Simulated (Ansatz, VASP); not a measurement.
CsSnI3 in VASP and in Ansatz

```xyz
5
Lattice="6.2057 0.0000 0.0000 0.0000 6.2057 0.0000 0.0000 0.0000 6.2057" Properties=species:S:1:pos:R:3 pbc="T T T"
Cs    0.0000    0.0000    0.0000
I     3.1029    3.1029    0.0000
I     3.1029    0.0000    3.1029
I     0.0000    3.1029    3.1029
Sn    3.1029    3.1029    3.1029
```

Alike in both runs: functional r2SCAN; k mesh 5 × 5 × 5; occupations fermi-dirac, width 0.05 eV; no spin polarisation.

```csv
,VASP,Ansatz
version,VASP 6.6.1,Ansatz 0.2.0
potentials or method,"VASP PAW PBE potentials, release 64 (Cs_sv, I, Sn_d)",Ansatz PAW
plane-wave cutoff (eV),520,500
valence electrons in the cell,44,74
task,single point,band structure
```

```tsv
	VASP	Ansatz	Ansatz less VASP
gap on the k mesh at the Fermi level (eV)	1.87	1.87	+0.001
pressure (GPa)	0.0	0.0	+0.01
```

VASP's potentials were made for PBE, not for r2SCAN. VASP's potentials hold 44 valence electrons a cell and Ansatz's 74, so a difference there can come from the potentials and not from the codes.

Neither program's run includes spin-orbit coupling.
